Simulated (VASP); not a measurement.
# BiS (Pm-3m) in VASP: a series of runs

The runs below take BiS through single point, with BLYP.

Everything below comes from runs of VASP 6.6.1. Logs are shortened: lines on timing, memory, paths and dates and some standing lists are left out, and cuts for length are marked.

## 1. The cell of the first run

It takes space group Pm-3m (No. 221, cubic). The conventional cell has a = 3.693 Å, b = 3.693 Å, c = 3.693 Å, α = 90.00°, β = 90.00°, γ = 90.00°. Within 4.2 Å of Bi (site symmetry m-3m) lie 8 S at 3.20 Å and 6 Bi at 3.69 Å. Within 4.2 Å of S (site symmetry m-3m) lie 8 Bi at 3.20 Å and 6 S at 3.69 Å.

## 2. Single point, BLYP

File INCAR:

```
PREC     = Accurate       # precision mode
ENCUT    = 500            # plane-wave cutoff, eV
EDIFF    = 1E-6           # SCF threshold, eV
ISMEAR   = -1             # smearing method
SIGMA    = 0.05           # smearing width, eV
LREAL    = False          # projectors in reciprocal space
LASPH    = True           # aspherical terms in the spheres
NELM     = 120            # most SCF steps
ALGO     = Normal         # electronic algorithm
ISIF     = 2              # what is computed and relaxed
LWAVE    = False          # write WAVECAR
LCHARG   = False          # write CHGCAR
GGA      = B5             # functional
ALDAX    = 1.0          
AGGAX    = 1.0          
AGGAC    = 1.0          
ALDAC    = 0.0          
NBANDS   = 18             # bands
GGA_COMPAT= False
```

File KPOINTS:

```
Automatic mesh
0
Gamma
  7 7 7
```

File POSCAR:

```
BiS
1.0
    3.6932587336      0.0000000000      0.0000000000
    0.0000000000      3.6932587336      0.0000000000
    0.0000000000      0.0000000000      3.6932587336
Bi S
1 1
Direct
    0.5000000000      0.5000000000      0.5000000000
    0.0000000000      0.0000000000      0.0000000000
```

Potentials or basis: VASP PAW PBE potentials, release 64 (Bi_d, S).

Command:

```bash
$ cat potpaw_PBE.64/Bi_d/POTCAR potpaw_PBE.64/S/POTCAR > POTCAR
$ mpirun -np 1 vasp_std > vasp.out
```

OUTCAR:

```text
PREC = Accurate
   ENCUT = 500
   EDIFF = 1E-6
   ISMEAR = -1
   LREAL = False
   LASPH = True
   NELM = 120
   ISIF = 2
   GGA = B5

 ion  position               nearest neighbor table
   1  0.500  0.500  0.500-   2 3.20   2 3.20   2 3.20   2 3.20   2 3.20   2 3.20   2 3.20   2 3.20

   2  0.000  0.000  0.000-   1 3.20   1 3.20   1 3.20   1 3.20   1 3.20   1 3.20   1 3.20   1 3.20

  LATTYP: Found a simple cubic cell.
 ALAT       =     3.6932587336

  Lattice vectors:

 A1 = (   3.6932587336,   0.0000000000,   0.0000000000)
 A2 = (   0.0000000000,   3.6932587336,   0.0000000000)
 A3 = (   0.0000000000,   0.0000000000,   3.6932587336)

Analysis of symmetry for initial positions (statically):
=====================================================================
 Subroutine PRICEL returns:
 Original cell was already a primitive cell.

 Routine SETGRP: Setting up the symmetry group for a
 simple cubic supercell.

 Subroutine GETGRP returns: Found 48 space group operations
 (whereof 48 operations were pure point group operations)
 out of a pool of 48 trial point group operations.

The static configuration has the point symmetry O_h .

Analysis of symmetry for dynamics (positions and initial velocities):
=====================================================================
 Subroutine PRICEL returns:
 Original cell was already a primitive cell.

 Routine SETGRP: Setting up the symmetry group for a
 simple cubic supercell.

 Subroutine GETGRP returns: Found 48 space group operations
 (whereof 48 operations were pure point group operations)
 out of a pool of 48 trial point group operations.

The dynamic configuration has the point symmetry O_h .

 Subroutine INISYM returns: Found 48 space group operations
 (whereof 48 operations are pure point group operations),
 and found     1 'primitive' translations

----------------------------------------------------------------------------------------

                                     Primitive cell

  volume of cell :      50.3766

  direct lattice vectors                    reciprocal lattice vectors
     3.693258734  0.000000000  0.000000000     0.270763592  0.000000000  0.000000000
     0.000000000  3.693258734  0.000000000     0.000000000  0.270763592  0.000000000
     0.000000000  0.000000000  3.693258734     0.000000000  0.000000000  0.270763592

  length of vectors
     3.693258734  3.693258734  3.693258734     0.270763592  0.270763592  0.270763592

  position of ions in fractional coordinates (direct lattice)
     0.500000000  0.500000000  0.500000000
     0.000000000  0.000000000  0.000000000

  ion indices of the primitive-cell ions
   primitive index   ion index
                 1           1
                 2           2

----------------------------------------------------------------------------------------

 KPOINTS: Automatic mesh

Automatic generation of k-mesh.
 Grid dimensions read from file:
 generate k-points for:    7    7    7

 Generating k-lattice:

  Cartesian coordinates                     Fractional coordinates (reciprocal lattice)
     0.038680513  0.000000000  0.000000000     0.142857143  0.000000000  0.000000000
     0.000000000  0.038680513  0.000000000     0.000000000  0.142857143  0.000000000
     0.000000000  0.000000000  0.038680513     0.000000000  0.000000000  0.142857143

  Length of vectors
     0.038680513  0.038680513  0.038680513

  Shift w.r.t. Gamma in fractional coordinates (k-lattice)
     0.000000000  0.000000000  0.000000000

 Subroutine IBZKPT returns following result:
 ===========================================

 Found     20 irreducible k-points:

 Following reciprocal coordinates:
            Coordinates               Weight
  0.000000  0.000000  0.000000      1.000000
  0.142857  0.000000  0.000000      6.000000
  0.285714  0.000000  0.000000      6.000000
  0.428571  0.000000  0.000000      6.000000
  0.142857  0.142857  0.000000     12.000000
  0.285714  0.142857  0.000000     24.000000
[... 12 lines left out ...]
  0.428571  0.428571  0.285714     24.000000
  0.428571  0.428571  0.428571      8.000000
   k-points           NKPTS =     20   k-points in BZ     NKDIM =     20   number of bands    NBANDS=     18
   number of dos      NEDOS =    301   number of ions     NIONS =      2
   total plane-waves  NPLWV =  21952
   dimension x,y,z NGX =    28 NGY =   28 NGZ =   28
   dimension x,y,z NGXF=    56 NGYF=   56 NGZF=   56
   ions per type =               1   1
   NGX,Y,Z   is equivalent  to a cutoff of  12.60, 12.60, 12.60 a.u.
   NGXF,Y,Z  is equivalent  to a cutoff of  25.21, 25.21, 25.21 a.u.
 SYSTEM =  unknown system
   PREC   = accura    normal or accurate (medium, high low for compatibility)
   ISTART =      0    job   : 0-new  1-cont  2-samecut
   ICHARG =      2    charge: 1-file 2-atom 10-const
   ISPIN  =      1    spin polarized calculation?
   LNONCOLLINEAR =      F non collinear calculations
   LSORBIT =      F    spin-orbit coupling
   LASPH  =      T    aspherical Exc in radial PAW
   ENCUT  =  500.0 eV  36.75 Ry    6.06 a.u.   6.73  6.73  6.73*2*pi/ulx,y,z
   NELM   =    120;   NELMIN=  2; NELMDL= -5     # of ELM steps
   EDIFF  = 0.1E-05   stopping-criterion for ELM
   LREAL  =      F    real-space projection
   EDIFFG = 0.1E-04   stopping-criterion for IOM
   NSW    =      0    number of steps for IOM
   IBRION =     -1    ionic relax: 0-MD 1-quasi-New 2-CG
   NFREE  =      0    steps in history (QN), initial steepest desc. (CG)
   ISIF   =      2    stress and relaxation
   ISYM   =      2    0-nonsym 1-usesym 2-fastsym
   POTIM  = 0.5000    time-step for ionic-motion
   TEBEG  =    0.0;   TEEND  =   0.0 temperature during run
   PSTRESS=    0.0 pullay stress
   NELECT =      21.0000    total number of electrons
   NUPDOWN=      -1.0000    fix difference up-down
   EMIN   =  10.00;   EMAX   =-10.00  energy-range for DOS
   EFERMI =   0.00;   METHOD = LEGACY
   ISMEAR =    -1;   SIGMA  =   0.05  broadening in eV -4-tet -1-fermi 0-gaus
   EFERMI_NEDOS =   21; number of points for ismear=-14 and -15
   IALGO  =     38    algorithm
   IMIX   =      4    mixing-type and parameters
     AMIX     =   0.40;   BMIX     =  1.00
     AMIX_MAG =   1.60;   BMIX_MAG =  1.00
  volume/ion in A,a.u.               =      25.19       169.98
  Fermi-wavevector in a.u.,A,eV,Ry     =   1.222939  2.311020 20.348605  1.495580
  Thomas-Fermi vector in A             =   2.358068
   LORBIT       =      0    0 simple, 1 ext, 2 COOP (PROOUT), +10 PAW based schemes
   GGA     = B5    functional components
   LHFCALC =     F    Hartree Fock is set to
   AEXX    =    0.0000 exact exchange contribution
   IVDW    =     0    specifies the selected vdW correction
   LEPSILON=     F    determine dielectric tensor
   LRPA    =     F    only Hartree local field effects (RPA)
 non-spin polarized calculation
  energy-cutoff  :      500.00
  volume of cell :       50.38
 maximum number of plane-waves:      1309
 NGX is ok and might be reduce to    28
   NGX = 13   NGY = 13   NGZ = 13

 number of electron      21.0000010 magnetization

 Free energy of the ion-electron system (eV)
  ---------------------------------------------------
  ext. energy  EPLUGINS =         0.00000000
  ---------------------------------------------------
  free energy    TOTEN  =        -6.54889882 eV

  energy without entropy =       -6.53753071  energy(sigma->0) =       -6.54321476

 E-fermi :   7.7102     XC(G=0):  -9.6029

 val. band max:        7.6526952593   @ k =   0.2857   0.2857   0.0000
 cond. band min:       7.7624782567   @ k =   0.4286   0.2857   0.1429
 fundamental gap:      0.1097829973
 Fermi energy:         7.7101798762

 k-point     1 :       0.0000    0.0000    0.0000
  band No.  band energies     occupation
      1     -16.0729      2.00000
      2     -16.0729      2.00000
      3     -15.9719      2.00000
      4     -15.9719      2.00000
      5     -15.9719      2.00000
      6      -6.9506      2.00000
[... 10 lines left out ...]
     17      18.9299      0.00000
     18      18.9299      0.00000

 k-point     2 :       0.1429    0.0000    0.0000
  band No.  band energies     occupation
      1     -16.0723      2.00000
      2     -16.0581      2.00000
      3     -15.9763      2.00000
      4     -15.9763      2.00000
      5     -15.9715      2.00000
      6      -6.7670      2.00000
[... 10 lines left out ...]
     17      18.6574      0.00000
     18      18.7687      0.00000

 k-point     3 :       0.2857    0.0000    0.0000
  band No.  band energies     occupation
      1     -16.0710      2.00000
      2     -16.0247      2.00000
      3     -15.9862      2.00000
      4     -15.9862      2.00000
      5     -15.9705      2.00000
      6      -6.2367      2.00000
[... 10 lines left out ...]
     17      18.8237      0.00000
     18      18.8309      0.00000

 k-point     4 :       0.4286    0.0000    0.0000
  band No.  band energies     occupation
      1     -16.0699      2.00000
      2     -15.9980      2.00000
      3     -15.9942      2.00000
      4     -15.9942      2.00000
      5     -15.9698      2.00000
      6      -5.4780      2.00000
[... 291 lines left out ...]
      4     -15.9962      2.00000
      5     -15.9693      2.00000
      6      -4.7232      2.00000
[... 10 lines left out ...]
     17      20.5992      0.00000
     18      20.6715      0.00000

 k-point    19 :       0.4286    0.4286    0.2857
  band No.  band energies     occupation
      1     -16.0207      2.00000
      2     -16.0086      2.00000
      3     -16.0083      2.00000
      4     -15.9823      2.00000
      5     -15.9548      2.00000
      6      -4.5293      2.00000
[... 10 lines left out ...]
     17      20.6234      0.00000
     18      21.7182      0.00000

 k-point    20 :       0.4286    0.4286    0.4286
  band No.  band energies     occupation
      1     -16.0185      2.00000
      2     -16.0179      2.00000
      3     -16.0179      2.00000
      4     -15.9542      2.00000
      5     -15.9542      2.00000
      6      -4.4083      2.00000
[... 10 lines left out ...]
     17      22.4011      0.00000
     18      22.4156      0.00000

------------------------ aborting loop because EDIFF is reached ----------------------------------------

  FORCE on cell =-STRESS in cart. coord.  units (eV):
  Direction    XX          YY          ZZ          XY          YZ          ZX
  --------------------------------------------------------------------------------------
  -------------------------------------------------------------------------------------
  Total        0.0049541      0.0049541      0.0049541     -0.0000000     -0.0000000      0.0000000
  in kB        0.1575587      0.1575587      0.1575587     -0.0000000     -0.0000000      0.0000000
  external PRESSURE =       0.1575587 kB  Pullay stress =       0.0000000 kB

 VOLUME and BASIS-vectors are now :
 -----------------------------------------------------------------------------
  energy-cutoff  :      500.00
  volume of cell :       50.38
      direct lattice vectors                 reciprocal lattice vectors
     3.693258734  0.000000000  0.000000000     0.270763592  0.000000000  0.000000000
     0.000000000  3.693258734  0.000000000     0.000000000  0.270763592  0.000000000
     0.000000000  0.000000000  3.693258734     0.000000000  0.000000000  0.270763592

 POSITION                                       TOTAL-FORCE (eV/Angst)
 -----------------------------------------------------------------------------------
      1.84663      1.84663      1.84663         0.000000      0.000000      0.000000
      0.00000      0.00000      0.00000         0.000000      0.000000      0.000000
 -----------------------------------------------------------------------------------
    total drift:                                0.000000      0.000000      0.000000

  FREE ENERGIE OF THE ION-ELECTRON SYSTEM (eV)
  ---------------------------------------------------
  free  energy   TOTEN  =        -6.5488988151 eV

  energy  without entropy=       -6.5375307111  energy(sigma->0) =       -6.54321476
```

Wall time 30 s (1 thread of AMD EPYC 7R13, shared host); peak memory 0.13 GiB.

What came out:

- Free energy: -6.5489 eV
- Pressure: 0.0 GPa

Caveat: the PAW data sets were made with another functional, which shifts forces and pressure a little; spin-orbit coupling is left out, which moves the levels of the heavy elements.

## 3. Single point, BLYP

This run uses another cell than the first one, of 32.07 Å³/atom, 1.273 times its volume.

File INCAR:

```
PREC = Accurate
ENCUT = 500
EDIFF = 1E-6
ISMEAR = -1
SIGMA = 0.05
LREAL = False
LASPH = True
NELM = 120
ALGO = Normal
ISIF = 2
LWAVE = False
LCHARG = False
GGA = B5
ALDAX = 1.0
AGGAX = 1.0
AGGAC = 1.0
ALDAC = 0.0
NBANDS = 18
GGA_COMPAT = False
```

File KPOINTS:

```
regular mesh
0
Gamma
  7 7 7
```

File POSCAR:

```
BiS
1.0
    4.0029443400      0.0000000000      0.0000000000
    0.0000000000      4.0029443400      0.0000000000
    0.0000000000      0.0000000000      4.0029443400
Bi S
1 1
Direct
    0.5000000000      0.5000000000      0.5000000000
    0.0000000000      0.0000000000      0.0000000000
```

Potentials or basis: VASP PAW PBE potentials, release 64 (Bi_d, S).

Command:

```bash
$ cat potpaw_PBE.64/Bi_d/POTCAR potpaw_PBE.64/S/POTCAR > POTCAR
$ mpirun -np 1 vasp_std > vasp.out
```

It took 40 s on 1 thread of AMD EPYC 7R13, shared host; peak memory 0.14 GiB.

Results (log left out):

```
Free energy : -6.1237 eV
Pressure    : -8.0 GPa
```

Levels at points of the mesh, in eV from the Fermi level:
```
           k point  band 8  band 9  band 10  band 11  band 12  band 13
(0.00, 0.00, 0.00)   -2.16   -2.16    -2.16     2.41     2.41     2.41
```

Caveat: the PAW data sets were made with another functional, which shifts forces and pressure a little; spin-orbit coupling is left out, which moves the levels of the heavy elements.
